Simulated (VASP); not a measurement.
A run of VASP 6.6.1:

The input INCAR:

```
PREC = Accurate
ENCUT = 520
EDIFF = 1E-6
ISMEAR = 0
SIGMA = 0.1
LREAL = F
LASPH = T
NELM = 100
ALGO = Normal
ISIF = 2
LWAVE = F
LCHARG = T
GGA = PE
LELF = T
LVHAR = T
NBANDS = 19
```

The input KPOINTS:

```
regular mesh
0
Gamma
  6 6 6
```

The input POSCAR:

```
Al3B2As
1.0
   -1.9018305000      1.9018305000      4.8214018100
    1.9018305000     -1.9018305000      4.8214018100
    1.9018305000      1.9018305000     -4.8214018100
Al B As
3 2 1
Direct
    0.7500000000      0.2500000000      0.5000000000
    0.5000000000      0.5000000000      0.0000000000
    0.2500000000      0.7500000000      0.5000000000
    0.6907110200      0.6907110200      0.0000000000
    0.3092889800      0.3092889800      0.0000000000
    0.0000000000      0.0000000000      0.0000000000
```

Potentials or basis: VASP PAW PBE potentials, release 64 (Al, B, As).

Command:

```sh
$ cat potpaw_PBE.64/Al/POTCAR potpaw_PBE.64/B/POTCAR potpaw_PBE.64/As/POTCAR > POTCAR
$ mpirun -np 1 vasp_std > vasp.out
```

Hardware: 1 thread of Intel(R) Xeon(R) 6975P-C (Granite Rapids), on a shared host.

**Question.** Estimate the wall time of this run.

**Answer.** Wall time 31 s on 1 thread of Intel(R) Xeon(R) 6975P-C (Granite Rapids) (shared host), peak memory 0.26 GiB. Counts: scf iterations 13, k points 30.
